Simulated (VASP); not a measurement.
# B16HN16 (a cell with a defect) in VASP: notebook, part 3 of 3

VASP 6.6.1. Earlier steps stand in the parts before.

## (4) Single point, PBE+D3(BJ) (with an interstitial atom, then relaxed in part)

Input file INCAR:

```
  PREC = Accurate
  ENCUT = 520
  EDIFF = 1E-6
  ISMEAR = 0
  SIGMA = 0.01
  LREAL = Auto
  LASPH = True
  NELM = 100
  ALGO = Normal
  ISIF = 2
  LWAVE = False
  LCHARG = False
  GGA = PE
  IVDW = 12
  NELECT = 130.0
  NBANDS = 86
```

Input file KPOINTS:

```
Automatic mesh
0
Gamma
  2 2 2
  0.5 0.5 0.5
```

Input file POSCAR:

```
B16HN16
1.0
   -5.0122276274      2.8938109699      3.2948837584
    0.0000000000     -5.7876219398      3.2948837584
    5.0122276274      2.8938109699      3.2948837584
B N H
16 16 1
Direct
    0.2470803652      0.7361447767      0.9940485046
    0.4938228459      0.4894395641      0.9940625470
    0.7539773029      0.2474084959      1.0042652181
    0.9948866731      0.7361944225      0.2463224317
    1.0050798752      0.9963089198      1.0042642802
    0.2785655028      0.5208271710      0.2777563948
    0.4937309653      0.2370933753      0.2461910592
    0.7652432456      0.7592746072      0.5161354014
    0.7560881722      0.9984175646      0.2557363821
    0.9949114034      0.4894932343      0.4930765612
    0.2470196904      0.2371144703      0.4929254497
    0.5168918802      0.7592489697      0.7644234762
    0.5168491204      1.0075208138      0.5160432121
    0.7561170148      0.4989326278      0.7553289445
    1.0051011143      0.2474348305      0.7531837562
    0.2565150636      0.9983888079      0.7552431819
    0.5890823371      0.0799086362      0.3387289247
    0.8376550634      0.8315066705      0.3388341024
    0.0665482837      0.5644003537      0.3212547685
    0.3395254249      0.0798975031      0.5882560151
    0.3218308408      0.3086374477      0.3210104867
    0.6202444662      0.8626202108      0.6194601987
    0.8376757309      0.5819902953      0.5883861439
    0.0880688279      0.0800452630      0.8368933172
    0.0815992884      0.3239346537      0.5805361239
    0.3395650452      0.8314494408      0.8367990124
    0.5891437620      0.5819555261      0.8368393325
    0.8377101752      0.0800440316      0.0872640168
    0.8377613735      0.3304596233      0.8369488301
    0.0815578735      0.8236609614      0.0807648176
    0.3220025194      0.5643473283      0.0656920532
    0.5813164451      0.3238937015      0.0807448166
    0.4004626249      0.6423748942      0.3995738686
```

Potentials or basis: VASP PAW PBE potentials, release 64 (B, N, H).

Command:

```bash
$ cat potpaw_PBE.64/B/POTCAR potpaw_PBE.64/N/POTCAR potpaw_PBE.64/H/POTCAR > POTCAR
$ mpirun -np 1 vasp_std > vasp.out
```

OUTCAR:

```text
PREC = Accurate
   ENCUT = 520
   EDIFF = 1E-6
   ISMEAR = 0
   LREAL = Auto
   LASPH = True
   NELM = 100
   ISIF = 2
   GGA = PE
   IVDW = 12
   NELECT = 130.0
 IVDW          = 12

 ion  position               nearest neighbor table
   1  0.247  0.736  0.994-  31 1.42  26 1.46  30 1.46
   2  0.494  0.489  0.994-  31 1.42  27 1.46  32 1.46
   3  0.754  0.247  0.004-  32 1.44  28 1.45  29 1.45
   4  0.995  0.736  0.246-  19 1.42  18 1.46  30 1.46
   5  0.005  0.996  0.004-  30 1.44  24 1.45  28 1.45
   6  0.279  0.521  0.278-  33 1.20  19 1.54  21 1.54  31 1.54
   7  0.494  0.237  0.246-  21 1.42  17 1.46  32 1.46
   8  0.765  0.759  0.516-  18 1.45  23 1.45  22 1.45
   9  0.756  0.998  0.256-  18 1.44  17 1.44  28 1.45
  10  0.995  0.489  0.493-  19 1.42  23 1.46  25 1.46
  11  0.247  0.237  0.493-  21 1.42  20 1.46  25 1.46
  12  0.517  0.759  0.764-  26 1.45  27 1.45  22 1.45
[... 18 lines left out ...]
  31  0.322  0.564  0.066-   1 1.42   2 1.42   6 1.54
  32  0.581  0.324  0.081-   3 1.44   2 1.46   7 1.46
  33  0.400  0.642  0.400-   6 1.20

  LATTYP: Found a trigonal (rhomboedric) cell.
 ALAT       =     6.6597917910
 COS(alpha) =    -0.1328444051

  Lattice vectors:

 A1 = (  -5.0122276274,   2.8938109699,   3.2948837584)
 A2 = (   0.0000000000,  -5.7876219398,   3.2948837584)
 A3 = (   5.0122276274,   2.8938109699,   3.2948837584)

Analysis of symmetry for initial positions (statically):
=====================================================================
 Subroutine PRICEL returns:
 Original cell was already a primitive cell.

 Routine SETGRP: Setting up the symmetry group for a
 trigonal (rhombohedral) supercell.

 Subroutine GETGRP returns: Found  1 space group operations
 (whereof  1 operations were pure point group operations)
 out of a pool of 12 trial point group operations.

The static configuration has the point symmetry C_1 .

Analysis of symmetry for dynamics (positions and initial velocities):
=====================================================================
 Subroutine PRICEL returns:
 Original cell was already a primitive cell.

 Routine SETGRP: Setting up the symmetry group for a
 trigonal (rhombohedral) supercell.

 Subroutine GETGRP returns: Found  1 space group operations
 (whereof  1 operations were pure point group operations)
 out of a pool of 12 trial point group operations.

The dynamic configuration has the point symmetry C_1 .

 Subroutine INISYM returns: Found  1 space group operations
 (whereof  1 operations are pure point group operations),
 and found     1 'primitive' translations

----------------------------------------------------------------------------------------

                                     Primitive cell

  volume of cell :     286.7426

  direct lattice vectors                    reciprocal lattice vectors
    -5.012227627  2.893810970  3.294883758    -0.099756044  0.057594179  0.101166948
     0.000000000 -5.787621940  3.294883758     0.000000000 -0.115188358  0.101166948
     5.012227627  2.893810970  3.294883758     0.099756044  0.057594179  0.101166948

  length of vectors
     6.659791791  6.659791791  6.659791791     0.153307238  0.153307238  0.153307238

  position of ions in fractional coordinates (direct lattice)
     0.247080365  0.736144777  0.994048505
[... 98 lines left out ...]
 -0.250000  0.250000  0.250000      2.000000
  0.250000 -0.250000  0.250000      2.000000
  0.250000  0.250000 -0.250000      2.000000
   k-points           NKPTS =      4   k-points in BZ     NKDIM =      4   number of bands    NBANDS=     86
   number of dos      NEDOS =    301   number of ions     NIONS =     33
   total plane-waves  NPLWV = 125000
   dimension x,y,z NGX =    50 NGY =   50 NGZ =   50
   dimension x,y,z NGXF=   100 NGYF=  100 NGZF=  100
   ions per type =              16  16   1
   NGX,Y,Z   is equivalent  to a cutoff of  12.48, 12.48, 12.48 a.u.
   NGXF,Y,Z  is equivalent  to a cutoff of  24.96, 24.96, 24.96 a.u.
 SYSTEM =  unknown system
   PREC   = accura    normal or accurate (medium, high low for compatibility)
   ISTART =      0    job   : 0-new  1-cont  2-samecut
   ICHARG =      2    charge: 1-file 2-atom 10-const
   ISPIN  =      1    spin polarized calculation?
   LNONCOLLINEAR =      F non collinear calculations
   LSORBIT =      F    spin-orbit coupling
   LASPH  =      T    aspherical Exc in radial PAW
   ENCUT  =  520.0 eV  38.22 Ry    6.18 a.u.  12.38 12.38 12.38*2*pi/ulx,y,z
   NELM   =    100;   NELMIN=  2; NELMDL= -5     # of ELM steps
   EDIFF  = 0.1E-05   stopping-criterion for ELM
   LREAL  =      T    real-space projection
   EDIFFG = 0.1E-04   stopping-criterion for IOM
   NSW    =      0    number of steps for IOM
   IBRION =     -1    ionic relax: 0-MD 1-quasi-New 2-CG
   NFREE  =      0    steps in history (QN), initial steepest desc. (CG)
   ISIF   =      2    stress and relaxation
   ISYM   =      2    0-nonsym 1-usesym 2-fastsym
   POTIM  = 0.5000    time-step for ionic-motion
   TEBEG  =    0.0;   TEEND  =   0.0 temperature during run
   PSTRESS=    0.0 pullay stress
   NELECT =     130.0000    total number of electrons
   NUPDOWN=      -1.0000    fix difference up-down
   EMIN   =  10.00;   EMAX   =-10.00  energy-range for DOS
   EFERMI =   0.00;   METHOD = LEGACY
   ISMEAR =     0;   SIGMA  =   0.01  broadening in eV -4-tet -1-fermi 0-gaus
   EFERMI_NEDOS =   21; number of points for ismear=-14 and -15
   IALGO  =     38    algorithm
   IMIX   =      4    mixing-type and parameters
     AMIX     =   0.40;   BMIX     =  1.00
     AMIX_MAG =   1.60;   BMIX_MAG =  1.00
  volume/ion in A,a.u.               =       8.69        58.64
  Fermi-wavevector in a.u.,A,eV,Ry     =   1.257646  2.376607 21.519984  1.581674
  Thomas-Fermi vector in A             =   2.391295
   LORBIT       =      0    0 simple, 1 ext, 2 COOP (PROOUT), +10 PAW based schemes
   GGA     = PE    functional components
   LHFCALC =     F    Hartree Fock is set to
   AEXX    =    0.0000 exact exchange contribution
   IVDW    =    12    specifies the selected vdW correction
   LEPSILON=     F    determine dielectric tensor
   LRPA    =     F    only Hartree local field effects (RPA)
 non-spin polarized calculation
 Gauss-broadening in eV      SIGMA  =   0.01
  energy-cutoff  :      520.00
  volume of cell :      286.74
 maximum number of plane-waves:      7728
 NGX is ok and might be reduce to    50
   NGX = 25   NGY = 25   NGZ = 25

 number of electron     129.9999985 magnetization

 Free energy of the ion-electron system (eV)
  ---------------------------------------------------
  ext. energy  EPLUGINS =         0.00000000
  ---------------------------------------------------
  free energy    TOTEN  =      -278.33733760 eV

  energy without entropy =     -278.33733760  energy(sigma->0) =     -278.33733760

 E-fermi :   3.6394     XC(G=0): -10.2601

 val. band max:        3.5862790229   @ k =   0.2500   0.2500   0.2500
 cond. band min:       7.0794238682   @ k =   0.2500  -0.2500   0.2500
 fundamental gap:      3.4931448453
 Fermi energy:         3.6394251931

 k-point     1 :       0.2500    0.2500    0.2500
  band No.  band energies     occupation
      1     -15.3098      2.00000
      2     -14.3069      2.00000
      3     -14.3068      2.00000
      4     -14.2806      2.00000
      5     -14.0131      2.00000
      6     -14.0131      2.00000
[... 309 lines left out ...]
     76       9.7242      0.00000
     77       9.7499      0.00000
 [bands above 77 left out]

------------------------ aborting loop because EDIFF is reached ----------------------------------------

 Edisp (eV)   -4.67096

 E8    (eV) :    -1.3635

  FORCE on cell =-STRESS in cart. coord.  units (eV):
  Direction    XX          YY          ZZ          XY          YZ          ZX
  --------------------------------------------------------------------------------------
  -------------------------------------------------------------------------------------
  Total       7.15954     7.17616    11.63260    -0.00015    -0.00462    -0.00056
  in kB      40.00399    40.09685    64.99726    -0.00083    -0.02581    -0.00314
  external pressure =       48.37 kB  Pullay stress =        0.00 kB

 VOLUME and BASIS-vectors are now :
 -----------------------------------------------------------------------------
  energy-cutoff  :      520.00
  volume of cell :      286.74
      direct lattice vectors                 reciprocal lattice vectors
    -5.012227627  2.893810970  3.294883758    -0.099756044  0.057594179  0.101166948
     0.000000000 -5.787621940  3.294883758     0.000000000 -0.115188358  0.101166948
     5.012227627  2.893810970  3.294883758     0.099756044  0.057594179  0.101166948

 POSITION                                       TOTAL-FORCE (eV/Angst)
 -----------------------------------------------------------------------------------
      3.74397     -0.66894      6.51489         0.004072     -0.002110     -0.003436
      2.50732      1.47297      6.51506        -0.001188      0.004904     -0.005497
     -3.75773      0.76230      3.31350        -0.002007      0.001420      0.001560
     -3.75197     -0.66899      6.51531        -0.001118      0.000662     -0.004123
     -0.00409     -5.73922      3.31351         0.001278     -0.004264      0.000404
     -0.00406     -1.40446      3.54908        -0.001775     -0.001704     -0.010521
[... 25 lines left out ...]
     -2.50898      0.04131      3.24861         0.005872     -0.001951     -0.000061
     -0.00445     -1.40267      4.75258         0.000142     -0.001209      0.013006
 -----------------------------------------------------------------------------------
    total drift:                                0.000300      0.003454      0.005994

  FREE ENERGIE OF THE ION-ELECTRON SYSTEM (eV)
  ---------------------------------------------------
  free  energy   TOTEN  =      -283.0082948344 eV

  energy  without entropy=     -283.0082948344  energy(sigma->0) =     -283.00829483
```

It took 4 min on 1 thread of AMD EPYC 7R13 (Zen 3), shared host; peak memory 0.34 GiB.

What came out:

- Free energy: -283.0083 eV
- Largest force: 0.013 eV/Å
- Dispersion energy per atom: -0.142 eV

Forces in eV/Å, atoms in the order of the input:
```
B    0.004 -0.002 -0.003
B   -0.001  0.005 -0.005
B   -0.002  0.001  0.002
B   -0.001  0.001 -0.004
B    0.001 -0.004  0.000
B   -0.002 -0.002 -0.011
B   -0.003 -0.003 -0.005
B   -0.004  0.001 -0.001
B   -0.001 -0.002  0.001
B   -0.002  0.004 -0.006
B    0.004 -0.002 -0.005
B    0.002  0.002 -0.002
B    0.001 -0.005  0.001
B   -0.003  0.003  0.001
B    0.002  0.001  0.000
B    0.002 -0.003  0.001
N    0.003  0.001  0.000
N   -0.001  0.002  0.000
N    0.006 -0.003  0.007
N   -0.003  0.000  0.000
N    0.002  0.007  0.008
N    0.000  0.001  0.003
N    0.000 -0.002  0.000
N   -0.002  0.002 -0.001
N   -0.003 -0.002  0.000
N   -0.001  0.002  0.001
N    0.002 -0.002  0.001
N    0.001  0.001 -0.001
N    0.001 -0.003 -0.002
N   -0.002  0.005  0.001
N   -0.004 -0.001  0.007
N    0.006 -0.002  0.000
H    0.000 -0.001  0.013
```

Levels at points of the mesh, in eV from the Fermi level:
```csv
k point,band 63,band 64,band 65,band 66,band 67,band 68
"(0.25, 0.25, 0.25)",-1.93,-1.93,-0.05,3.56,3.56,3.69
```

Caveat: the cell carries a net charge on a neutralising background, which shifts energy and pressure; the cell differs from its parent crystal (with an interstitial atom, then relaxed in part); the cell is charged against a uniform background, so pressure and absolute levels hang on convention.
